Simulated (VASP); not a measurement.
# AlP (F-43m) in VASP: notebook

Runs on AlP. Level: PBE. Tasks: relaxation of cell and atoms.

Program: VASP 6.6.1. These are calculated values, not measurements. Logs are shortened: lines on timing, memory, paths and dates and some standing lists are left out, and cuts for length are marked.

## (1) The cell of the first run

It takes space group F-43m (No. 216, cubic). The conventional cell has a = 5.451 Å, b = 5.451 Å, c = 5.451 Å, α = 90.00°, β = 90.00°, γ = 90.00°. Within 3.1 Å of Al (site symmetry -43m) lie 4 P at 2.36 Å. P (site symmetry -43m) has 4 Al at 2.36 Å within 3.1 Å.

## (2) Relaxation of cell and atoms, PBE, target pressure 5 GPa, at which the enthalpy is minimised

INCAR

```
PREC = Accurate
ENCUT = 500
EDIFF = 1E-7
ISMEAR = 0
SIGMA = 0.01
LREAL = False
LASPH = True
NELM = 120
ALGO = Normal
ISIF = 3
LWAVE = False
LCHARG = False
GGA = PE
IBRION = 2
NSW = 80
EDIFFG = -0.01
PSTRESS = 50.0
GGA_COMPAT = False
NELMIN = 4
```

KPOINTS

```
regular mesh
0
Gamma
  6 6 6
```

POSCAR

```
AlP
1.0
    0.0000000000      2.7255000000      2.7255000000
    2.7255000000      0.0000000000      2.7255000000
    2.7255000000      2.7255000000      0.0000000000
Al P
1 1
Direct
    0.0000000000      0.0000000000      0.0000000000
    0.2500000000      0.2500000000      0.2500000000
```

Potentials or basis: VASP PAW PBE potentials, release 64 (Al, P).

The run is started by

```
$ cat potpaw_PBE.64/Al/POTCAR potpaw_PBE.64/P/POTCAR > POTCAR
$ mpirun -np 1 vasp_std > vasp.out
```

OUTCAR:

```text
PREC = Accurate
   ENCUT = 500
   EDIFF = 1E-7
   ISMEAR = 0
   LREAL = False
   LASPH = True
   NELM = 120
   ISIF = 3
   GGA = PE
   IBRION = 2
   NSW = 80
   EDIFFG = -0.01
   PSTRESS = 50.0
   NELMIN = 4

 ion  position               nearest neighbor table
   1  0.000  0.000  0.000-   2 2.36   2 2.36   2 2.36   2 2.36
   2  0.250  0.250  0.250-   1 2.36   1 2.36   1 2.36   1 2.36

  LATTYP: Found a face centered cubic cell.
 ALAT       =     5.4510000000

  Lattice vectors:

 A1 = (   0.0000000000,   2.7255000000,   2.7255000000)
 A2 = (   2.7255000000,   0.0000000000,   2.7255000000)
 A3 = (   2.7255000000,   2.7255000000,   0.0000000000)

Analysis of symmetry for initial positions (statically):
=====================================================================
 Subroutine PRICEL returns:
 Original cell was already a primitive cell.

 Routine SETGRP: Setting up the symmetry group for a
 face centered cubic supercell.

 Subroutine GETGRP returns: Found 24 space group operations
 (whereof 24 operations were pure point group operations)
 out of a pool of 48 trial point group operations.

The static configuration has the point symmetry T_d .

Analysis of symmetry for dynamics (positions and initial velocities):
=====================================================================
 Subroutine PRICEL returns:
 Original cell was already a primitive cell.

 Routine SETGRP: Setting up the symmetry group for a
 face centered cubic supercell.

 Subroutine GETGRP returns: Found 24 space group operations
 (whereof 24 operations were pure point group operations)
 out of a pool of 48 trial point group operations.

The dynamic configuration has the point symmetry T_d .

 Subroutine INISYM returns: Found 24 space group operations
 (whereof 24 operations are pure point group operations),
 and found     1 'primitive' translations

----------------------------------------------------------------------------------------

                                     Primitive cell

  volume of cell :      40.4919

  direct lattice vectors                    reciprocal lattice vectors
     0.000000000  2.725500000  2.725500000    -0.183452578  0.183452578  0.183452578
     2.725500000  0.000000000  2.725500000     0.183452578 -0.183452578  0.183452578
     2.725500000  2.725500000  0.000000000     0.183452578  0.183452578 -0.183452578

  length of vectors
     3.854439064  3.854439064  3.854439064     0.317749185  0.317749185  0.317749185

  position of ions in fractional coordinates (direct lattice)
     0.000000000  0.000000000  0.000000000
     0.250000000  0.250000000  0.250000000

  ion indices of the primitive-cell ions
   primitive index   ion index
                 1           1
                 2           2

----------------------------------------------------------------------------------------

 KPOINTS: regular mesh

Automatic generation of k-mesh.
 Grid dimensions read from file:
 generate k-points for:    6    6    6

 Generating k-lattice:

  Cartesian coordinates                     Fractional coordinates (reciprocal lattice)
    -0.030575430  0.030575430  0.030575430     0.166666667  0.000000000  0.000000000
     0.030575430 -0.030575430  0.030575430     0.000000000  0.166666667  0.000000000
     0.030575430  0.030575430 -0.030575430     0.000000000  0.000000000  0.166666667

  Length of vectors
     0.052958198  0.052958198  0.052958198

  Shift w.r.t. Gamma in fractional coordinates (k-lattice)
     0.000000000  0.000000000  0.000000000

 Subroutine IBZKPT returns following result:
 ===========================================

 Found     16 irreducible k-points:

 Following reciprocal coordinates:
            Coordinates               Weight
  0.000000  0.000000  0.000000      1.000000
  0.166667  0.000000  0.000000      8.000000
  0.333333  0.000000  0.000000      8.000000
  0.500000  0.000000  0.000000      4.000000
  0.166667  0.166667  0.000000      6.000000
  0.333333  0.166667  0.000000     24.000000
[... 8 lines left out ...]
 -0.333333  0.333333  0.166667     24.000000
 -0.333333  0.500000  0.166667     12.000000
   k-points           NKPTS =     16   k-points in BZ     NKDIM =     16   number of bands    NBANDS=      8
   number of dos      NEDOS =    301   number of ions     NIONS =      2
   total plane-waves  NPLWV =  21952
   dimension x,y,z NGX =    28 NGY =   28 NGZ =   28
   dimension x,y,z NGXF=    56 NGYF=   56 NGZF=   56
   ions per type =               1   1
   NGX,Y,Z   is equivalent  to a cutoff of  12.08, 12.08, 12.08 a.u.
   NGXF,Y,Z  is equivalent  to a cutoff of  24.15, 24.15, 24.15 a.u.
 SYSTEM =  unknown system
   PREC   = accura    normal or accurate (medium, high low for compatibility)
   ISTART =      0    job   : 0-new  1-cont  2-samecut
   ICHARG =      2    charge: 1-file 2-atom 10-const
   ISPIN  =      1    spin polarized calculation?
   LNONCOLLINEAR =      F non collinear calculations
   LSORBIT =      F    spin-orbit coupling
   LASPH  =      T    aspherical Exc in radial PAW
   ENCUT  =  500.0 eV  36.75 Ry    6.06 a.u.   7.03  7.03  7.03*2*pi/ulx,y,z
   NELM   =    120;   NELMIN=  4; NELMDL= -5     # of ELM steps
   EDIFF  = 0.1E-06   stopping-criterion for ELM
   LREAL  =      F    real-space projection
   EDIFFG = -.1E-01   stopping-criterion for IOM
   NSW    =     80    number of steps for IOM
   IBRION =      2    ionic relax: 0-MD 1-quasi-New 2-CG
   NFREE  =      1    steps in history (QN), initial steepest desc. (CG)
   ISIF   =      3    stress and relaxation
   ISYM   =      2    0-nonsym 1-usesym 2-fastsym
   POTIM  = 0.5000    time-step for ionic-motion
   TEBEG  =    0.0;   TEEND  =   0.0 temperature during run
   PSTRESS=   50.0 pullay stress
   NELECT =       8.0000    total number of electrons
   NUPDOWN=      -1.0000    fix difference up-down
   EMIN   =  10.00;   EMAX   =-10.00  energy-range for DOS
   EFERMI =   0.00;   METHOD = LEGACY
   ISMEAR =     0;   SIGMA  =   0.01  broadening in eV -4-tet -1-fermi 0-gaus
   EFERMI_NEDOS =   21; number of points for ismear=-14 and -15
   IALGO  =     38    algorithm
   IMIX   =      4    mixing-type and parameters
     AMIX     =   0.40;   BMIX     =  1.00
     AMIX_MAG =   1.60;   BMIX_MAG =  1.00
  volume/ion in A,a.u.               =      20.25       136.63
  Fermi-wavevector in a.u.,A,eV,Ry     =   0.953488  1.801831 12.369596  0.909140
  Thomas-Fermi vector in A             =   2.082148
   LORBIT       =      0    0 simple, 1 ext, 2 COOP (PROOUT), +10 PAW based schemes
   GGA     = PE    functional components
   LHFCALC =     F    Hartree Fock is set to
   AEXX    =    0.0000 exact exchange contribution
   IVDW    =     0    specifies the selected vdW correction
   LEPSILON=     F    determine dielectric tensor
   LRPA    =     F    only Hartree local field effects (RPA)
 conjugate gradient relaxation of ions
 non-spin polarized calculation
 Gauss-broadening in eV      SIGMA  =   0.01
  energy-cutoff  :      500.00
  volume of cell :       40.49
 maximum number of plane-waves:      1056
   NGX = 13   NGY = 13   NGZ = 13

--------------------------------------- Ionic step        1  -------------------------------------------

 number of electron       8.0000000 magnetization

 Free energy of the ion-electron system (eV)
  ---------------------------------------------------
  ext. energy  EPLUGINS =         0.00000000
  ---------------------------------------------------
  free energy    TOTEN  =       -10.35906983 eV

  energy without entropy =      -10.35906983  energy(sigma->0) =      -10.35906983

------------------------ aborting loop because EDIFF is reached ----------------------------------------

  FORCE on cell =-STRESS in cart. coord.  units (eV):
  Direction    XX          YY          ZZ          XY          YZ          ZX
  --------------------------------------------------------------------------------------
  -------------------------------------------------------------------------------------
  Total        0.6759016      0.6759016      0.6759016      0.0000000      0.0000000      0.0000000
  in kB       26.7439470     26.7439470     26.7439470      0.0000000      0.0000000      0.0000000
  external PRESSURE =     -23.2560530 kB  Pullay stress =      50.0000000 kB

 VOLUME and BASIS-vectors are now :
 -----------------------------------------------------------------------------
  energy-cutoff  :      500.00
  volume of cell :       40.49
      direct lattice vectors                 reciprocal lattice vectors
     0.000000000  2.725500000  2.725500000    -0.183452578  0.183452578  0.183452578
     2.725500000  0.000000000  2.725500000     0.183452578 -0.183452578  0.183452578
     2.725500000  2.725500000  0.000000000     0.183452578  0.183452578 -0.183452578
[... 46 lines left out ...]
  FREE ENERGIE OF THE ION-ELECTRON SYSTEM (eV)
  ---------------------------------------------------
  free  energy   TOTEN  =       -10.3083926060 eV

  energy  without entropy=      -10.3083926060  energy(sigma->0) =      -10.30839261

  enthalpy is  TOTEN    =        -9.0977266000 eV   P V=        1.2106660061

--------------------------------------- Ionic step        3  -------------------------------------------

 number of electron       7.9999999 magnetization

 Free energy of the ion-electron system (eV)
  ---------------------------------------------------
  ext. energy  EPLUGINS =         0.00000000
  ---------------------------------------------------
  free energy    TOTEN  =       -10.33655552 eV

  energy without entropy =      -10.33655552  energy(sigma->0) =      -10.33655552

 E-fermi :   4.9477     XC(G=0):  -9.3185

 val. band max:        4.8507129069   @ k =   0.0000   0.0000   0.0000
 cond. band min:       6.3687212440   @ k =   0.5000   0.5000   0.0000
 fundamental gap:      1.5180083371
 Fermi energy:         4.9477239970

 k-point     1 :       0.0000    0.0000    0.0000
  band No.  band energies     occupation
      1      -6.8220      2.00000
      2       4.8507      2.00000
      3       4.8507      2.00000
      4       4.8507      2.00000
      5       8.4027      0.00000
      6       9.4490      0.00000
      7       9.4490      0.00000
      8       9.4490      0.00000

 k-point     2 :       0.1667    0.0000    0.0000
  band No.  band energies     occupation
      1      -6.5087      2.00000
      2       2.9574      2.00000
      3       4.6018      2.00000
      4       4.6018      2.00000
      5       8.6117      0.00000
      6       9.8937      0.00000
      7       9.8937      0.00000
      8      10.6779      0.00000
[... 174 lines left out ...]
 POSITION                                       TOTAL-FORCE (eV/Angst)
 -----------------------------------------------------------------------------------
      0.00000      0.00000      0.00000         0.000000      0.000000      0.000000
      1.35205      1.35205      1.35205        -0.000000     -0.000000     -0.000000
 -----------------------------------------------------------------------------------
    total drift:                                0.000000      0.000000      0.000000

  FREE ENERGIE OF THE ION-ELECTRON SYSTEM (eV)
  ---------------------------------------------------
  free  energy   TOTEN  =       -10.3365555247 eV

  energy  without entropy=      -10.3365555247  energy(sigma->0) =      -10.33655552

  enthalpy is  TOTEN    =        -9.1024430659 eV   P V=        1.2341124588

 reached required accuracy - stopping structural energy minimisation
```

Wall time 33 s (1 thread of AMD EPYC 7R13, shared host); peak memory 0.12 GiB.

What came out:

* Free energy: -10.3366 eV
* Relaxed volume: 19.77 Å³/atom
* Relaxed cell: a = 3.824 Å, b = 3.824 Å, c = 3.824 Å, α = 60.00°, β = 60.00°, γ = 60.00°
* Space group after relaxing (to 0.05 Å): F-43m (No. 216)
* Energy change on relaxing (the enthalpy is what falls): +11.3 meV/atom
* Ionic steps: 3
* Pressure after relaxing: 5.0 GPa
* Band gap on the k mesh: 1.52 eV, indirect (least direct gap 3.55 eV)

Step by step:
| step | energy change (eV) | largest force (eV/Å) | pressure (GPa) | volume (Å³) |
| --- | --- | --- | --- | --- |
| 1 | 0.0000 | 0.0000 | 2.67 | 40.49 |
| 2 | 0.0507 | 0.0000 | 7.05 | 38.79 |
| 3 | 0.0225 | 0.0000 | 5.00 | 39.55 |

Final structure:
```
Al P
1.0
     0.00000    2.70409    2.70409
     2.70409    0.00000    2.70409
     2.70409    2.70409    0.00000
Al P
1 1
Direct
  0.00000 0.00000 0.00000
  0.25000 0.25000 0.25000
```

Levels at points of the mesh, in eV from the valence-band top:
| k point | band 1 | band 2 | band 3 | band 4 | band 5 | band 6 | band 7 | band 8 |
| --- | --- | --- | --- | --- | --- | --- | --- | --- |
| (0.00, 0.00, 0.00) | -11.67 | 0.00 | 0.00 | 0.00 | 3.55 | 4.60 | 4.60 | 4.60 |
| (0.50, 0.00, 0.00) | -9.92 | -5.66 | -0.78 | -0.78 | 2.92 | 4.82 | 4.82 | 8.35 |
| (0.50, 0.50, 0.00) | -9.23 | -5.41 | -2.16 | -2.16 | 1.52 | 2.45 | 11.32 | 11.32 |

Caveat: the cell is relaxed towards a set pressure, so the enthalpy falls and the energy may rise. A k mesh can miss the band edges.

(Continued in part 2 of 2.)
